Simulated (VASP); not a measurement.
# AlNi (Cmmm) in VASP: notebook, part 2 of 2

VASP 6.6.1. The steps go on from the part before.

## 3. Single point, PBEsol (strain +0.0300 x Voigt [0, 0, 0, 0, 1, 0])

INCAR

```
  ALGO = Fast
  EDIFF = 1E-7
  ENCUT = 520
  GGA = PS
  ISIF = 2
  ISMEAR = 0
  LASPH = True
  LCHARG = False
  LREAL = False
  LWAVE = False
  NBANDS = 14
  NELM = 100
  PREC = Accurate
  SIGMA = 0.15
```

KPOINTS

```
k-points
0
Gamma
  20 20 20
```

POSCAR

```
AlNi
1.0
    2.8621655516      0.0000000000      0.0429324833
    0.0000000000      2.8621655516      0.0000000000
    0.0429324833      0.0000000000      2.8621655516
Al Ni
1 1
Direct
    0.0000000000      0.0000000000      0.0000000000
    0.5000000000      0.5000000000      0.5000000000
```

Potentials or basis: VASP PAW PBE potentials, release 64 (Al, Ni).

On the command line:

```
cat potpaw_PBE.64/Al/POTCAR potpaw_PBE.64/Ni/POTCAR > POTCAR
mpirun -np 1 vasp_std > vasp.out
```

OUTCAR:

```text
EDIFF = 1E-7
   ENCUT = 520
   GGA = PS
   ISIF = 2
   ISMEAR = 0
   LASPH = True
   LREAL = False
   NELM = 100
   PREC = Accurate

 ion  position               nearest neighbor table
   1  0.000  0.000  0.000-   2 2.45   2 2.45   2 2.45   2 2.45   2 2.50   2 2.50   2 2.50   2 2.50

   2  0.500  0.500  0.500-   1 2.45   1 2.45   1 2.45   1 2.45   1 2.50   1 2.50   1 2.50   1 2.50

  LATTYP: Found a base centered orthorhombic cell.
 ALAT       =     3.9869976407
 B/A-ratio  =     1.0304568528
 C/A-ratio  =     0.7178749048

  Lattice vectors:

 A1 = (  -2.8621655516,   0.0000000000,  -0.0429324833)
 A2 = (   0.0429324833,   0.0000000000,   2.8621655516)
 A3 = (   0.0000000000,   2.8621655516,   0.0000000000)

Analysis of symmetry for initial positions (statically):
=====================================================================
 Subroutine PRICEL returns:
 Original cell was already a primitive cell.

 Routine SETGRP: Setting up the symmetry group for a
 base centered orthorhombic supercell.

 Subroutine GETGRP returns: Found  8 space group operations
 (whereof  8 operations were pure point group operations)
 out of a pool of  8 trial point group operations.

The static configuration has the point symmetry D_2h.

Analysis of symmetry for dynamics (positions and initial velocities):
=====================================================================
 Subroutine PRICEL returns:
 Original cell was already a primitive cell.

 Routine SETGRP: Setting up the symmetry group for a
 base centered orthorhombic supercell.

 Subroutine GETGRP returns: Found  8 space group operations
 (whereof  8 operations were pure point group operations)
 out of a pool of  8 trial point group operations.

The dynamic configuration has the point symmetry D_2h.

 Subroutine INISYM returns: Found  8 space group operations
 (whereof  8 operations are pure point group operations),
 and found     1 'primitive' translations

----------------------------------------------------------------------------------------

                                     Primitive cell

  volume of cell :      23.4416

  direct lattice vectors                    reciprocal lattice vectors
     2.862165552  0.000000000  0.042932483     0.349464429  0.000000000 -0.005241966
     0.000000000  2.862165552  0.000000000     0.000000000  0.349385800  0.000000000
     0.042932483  0.000000000  2.862165552    -0.005241966  0.000000000  0.349464429

  length of vectors
     2.862487527  2.862165552  2.862487527     0.349503742  0.349385800  0.349503742

  position of ions in fractional coordinates (direct lattice)
     0.000000000  0.000000000  0.000000000
     0.500000000  0.500000000  0.500000000

  ion indices of the primitive-cell ions
   primitive index   ion index
                 1           1
                 2           2

----------------------------------------------------------------------------------------

 KPOINTS: k-points

Automatic generation of k-mesh.
 Grid dimensions read from file:
 generate k-points for:   20   20   20

 Generating k-lattice:

  Cartesian coordinates                     Fractional coordinates (reciprocal lattice)
     0.017473221  0.000000000 -0.000262098     0.050000000  0.000000000  0.000000000
     0.000000000  0.017469290  0.000000000     0.000000000  0.050000000  0.000000000
    -0.000262098  0.000000000  0.017473221     0.000000000  0.000000000  0.050000000
[... 43 lines left out ...]
   dimension x,y,z NGXF=    48 NGYF=   48 NGZF=   48
   ions per type =               1   1
   NGX,Y,Z   is equivalent  to a cutoff of  13.94, 13.94, 13.94 a.u.
   NGXF,Y,Z  is equivalent  to a cutoff of  27.88, 27.88, 27.88 a.u.
 SYSTEM =  unknown system
   PREC   = accura    normal or accurate (medium, high low for compatibility)
   ISTART =      0    job   : 0-new  1-cont  2-samecut
   ICHARG =      2    charge: 1-file 2-atom 10-const
   ISPIN  =      1    spin polarized calculation?
   LNONCOLLINEAR =      F non collinear calculations
   LSORBIT =      F    spin-orbit coupling
   LASPH  =      T    aspherical Exc in radial PAW
   ENCUT  =  520.0 eV  38.22 Ry    6.18 a.u.   5.32  5.32  5.32*2*pi/ulx,y,z
   NELM   =    100;   NELMIN=  2; NELMDL= -5     # of ELM steps
   EDIFF  = 0.1E-06   stopping-criterion for ELM
   LREAL  =      F    real-space projection
   EDIFFG = 0.1E-05   stopping-criterion for IOM
   NSW    =      0    number of steps for IOM
   IBRION =     -1    ionic relax: 0-MD 1-quasi-New 2-CG
   NFREE  =      0    steps in history (QN), initial steepest desc. (CG)
   ISIF   =      2    stress and relaxation
   ISYM   =      2    0-nonsym 1-usesym 2-fastsym
   POTIM  = 0.5000    time-step for ionic-motion
   TEBEG  =    0.0;   TEEND  =   0.0 temperature during run
   PSTRESS=    0.0 pullay stress
   NELECT =      13.0000    total number of electrons
   NUPDOWN=      -1.0000    fix difference up-down
   EMIN   =  10.00;   EMAX   =-10.00  energy-range for DOS
   EFERMI =   0.00;   METHOD = LEGACY
   ISMEAR =     0;   SIGMA  =   0.15  broadening in eV -4-tet -1-fermi 0-gaus
   EFERMI_NEDOS =   21; number of points for ismear=-14 and -15
   IALGO  =     68    algorithm
   IMIX   =      4    mixing-type and parameters
     AMIX     =   0.40;   BMIX     =  1.00
     AMIX_MAG =   1.60;   BMIX_MAG =  1.00
  volume/ion in A,a.u.               =      11.72        79.10
  Fermi-wavevector in a.u.,A,eV,Ry     =   1.345015  2.541710 24.613826  1.809065
  Thomas-Fermi vector in A             =   2.472962
   LORBIT       =      0    0 simple, 1 ext, 2 COOP (PROOUT), +10 PAW based schemes
   GGA     = PS    functional components
   LHFCALC =     F    Hartree Fock is set to
   AEXX    =    0.0000 exact exchange contribution
   IVDW    =     0    specifies the selected vdW correction
   LEPSILON=     F    determine dielectric tensor
   LRPA    =     F    only Hartree local field effects (RPA)
 non-spin polarized calculation
 RMM-DIIS sequential band-by-band and
 Gauss-broadening in eV      SIGMA  =   0.15
  energy-cutoff  :      520.00
  volume of cell :       23.44
 maximum number of plane-waves:       649
 NGX is ok and might be reduce to    24
   NGX = 11   NGY = 11   NGZ = 11

 number of electron      13.0000007 magnetization

 Free energy of the ion-electron system (eV)
  ---------------------------------------------------
  ext. energy  EPLUGINS =         0.00000000
  ---------------------------------------------------
  free energy    TOTEN  =       -11.58221139 eV

  energy without entropy =      -11.57258775  energy(sigma->0) =      -11.57739957

 E-fermi :  10.1599     XC(G=0): -12.2626

 val. band max:       10.1593439094   @ k =   0.5000   0.4000   0.3500
 cond. band min:      10.1623502126   @ k =  -0.3000   0.3500   0.0500
 fundamental gap:      0.0030063032
 Fermi energy:        10.1598542792

 k-point     1 :       0.0000    0.0000    0.0000
  band No.  band energies     occupation
      1      -1.1155      2.00000
      2       6.8257      2.00000
      3       6.8308      2.00000
      4       8.5359      2.00000
      5       8.5731      2.00000
      6       8.6161      2.00000
      7      15.6514      0.00000
      8      15.7401      0.00000
      9      15.8534      0.00000
     10      18.3754      0.00000
     11      18.3810      0.00000
     12      24.2505      0.00000
     13      31.1852      0.00000
     14      31.3148      0.00000
[... 377 lines left out ...]
      1      -0.8824      2.00000
      2       6.8190      2.00000
      3       6.8759      2.00000
      4       8.4404      2.00000
      5       8.5282      2.00000
      6       8.5633      2.00000
      7      14.1498      0.00000
      8      15.4463      0.00000
      9      16.0694      0.00000
     10      18.7507      0.00000
     11      20.0008      0.00000
     12      25.0344      0.00000
     13      28.8879      0.00000
     14      29.5653      0.00000

 [... further k-points ...]

------------------------ aborting loop because EDIFF is reached ----------------------------------------

  FORCE on cell =-STRESS in cart. coord.  units (eV):
  Direction    XX          YY          ZZ          XY          YZ          ZX
  --------------------------------------------------------------------------------------
  -------------------------------------------------------------------------------------
  Total        0.0439038      0.0541491      0.0439038      0.0000000      0.0000000     -0.5572682
  in kB        3.0007278      3.7009646      3.0007278      0.0000000      0.0000000    -38.0880135
  external PRESSURE =       3.2341401 kB  Pullay stress =       0.0000000 kB

 VOLUME and BASIS-vectors are now :
 -----------------------------------------------------------------------------
  energy-cutoff  :      520.00
  volume of cell :       23.44
      direct lattice vectors                 reciprocal lattice vectors
     2.862165552  0.000000000  0.042932483     0.349464429  0.000000000 -0.005241966
     0.000000000  2.862165552  0.000000000     0.000000000  0.349385800  0.000000000
     0.042932483  0.000000000  2.862165552    -0.005241966  0.000000000  0.349464429

 POSITION                                       TOTAL-FORCE (eV/Angst)
 -----------------------------------------------------------------------------------
      0.00000      0.00000      0.00000        -0.000000      0.000000      0.000000
      1.45255      1.43108      1.45255         0.000000      0.000000      0.000000
 -----------------------------------------------------------------------------------
    total drift:                                0.000000      0.000000     -0.000000

  FREE ENERGIE OF THE ION-ELECTRON SYSTEM (eV)
  ---------------------------------------------------
  free  energy   TOTEN  =       -11.5822113909 eV

  energy  without entropy=      -11.5725877520  energy(sigma->0) =      -11.57739957
```

stdout:

```text
POSCAR found type information on POSCAR AlNi
 POSCAR found :  2 types and       2 ions
 scaLAPACK will be used
 -----------------------------------------------------------------------------
|                                                                             |
|                                                                             |
|     You enforced a specific xc type in the INCAR file but a different       |
|     I HOPE YOU KNOW WHAT YOU ARE DOING!                                     |
|                                                                             |
 -----------------------------------------------------------------------------

 LDA part: xc-table for (Slater+PW92), standard interpolation
 POSCAR, INCAR and KPOINTS ok, starting setup
 FFT: planning ... GRIDC
 FFT: planning ... GRID_SOFT
 FFT: planning ... GRID
 WAVECAR not read
 entering main loop
WARNING in EDDRMM: call to ZHEGV failed, returncode =   8  4     14
WARNING in EDDRMM: call to ZHEGV failed, returncode =   8  4     14
WARNING in EDDRMM: call to ZHEGV failed, returncode =   8  4     14
WARNING in EDDRMM: call to ZHEGV failed, returncode =   6  3     13
WARNING in EDDRMM: call to ZHEGV failed, returncode =   6  3     14
WARNING in EDDRMM: call to ZHEGV failed, returncode =   8  4     14
WARNING in EDDRMM: call to ZHEGV failed, returncode =   8  4     14
WARNING in EDDRMM: call to ZHEGV failed, returncode =   6  3     14
WARNING in EDDRMM: call to ZHEGV failed, returncode =   8  4     14
WARNING in EDDRMM: call to ZHEGV failed, returncode =   8  4     14
WARNING in EDDRMM: call to ZHEGV failed, returncode =   8  4     14
WARNING in EDDRMM: call to ZHEGV failed, returncode =   8  4     14
WARNING in EDDRMM: call to ZHEGV failed, returncode =   8  4     13
```

Wall time 4.5 min (1 thread of Intel Xeon Platinum 8259CL at 2.50GHz (Skylake/Cascade Lake), shared host); peak memory 0.5 GiB.

Results:

```yaml
Free_energy: -11.5822 eV
Pressure: 0.3 GPa
Band_gap_on_the_k_mesh: zero (an odd number of electrons rules out a gap without spin polarisation)
```

Levels at points of the mesh, in eV from the Fermi level:
```tsv
k point	band 4	band 5	band 6	band 7	band 8	band 9	band 10	band 11
(0.00, 0.00, 0.00)	-1.62	-1.59	-1.54	5.49	5.58	5.69	8.22	8.22
(0.50, 0.00, 0.00)	-2.31	-2.30	-1.49	-0.66	8.27	10.09	10.13	11.05
(0.00, 0.50, 0.00)	-2.37	-2.25	-1.49	-0.66	8.33	10.00	10.20	11.11
(0.50, 0.50, 0.00)	-2.93	-2.14	-2.13	-1.04	1.50	2.60	12.42	15.18
(0.50, 0.00, 0.50)	-2.71	-2.15	-2.12	-1.04	1.46	2.65	12.49	15.10
(0.50, 0.50, 0.50)	-1.01	-1.01	1.76	1.92	2.18	3.96	4.39	4.54
```

Caveat: the cell differs from its parent crystal (strain +0.0300 x Voigt [0, 0, 0, 0, 1, 0]); the PAW data sets were made with another functional, which shifts forces and pressure a little. Spin polarisation is off, so any magnetic state and its effect on volume and gap are missing.
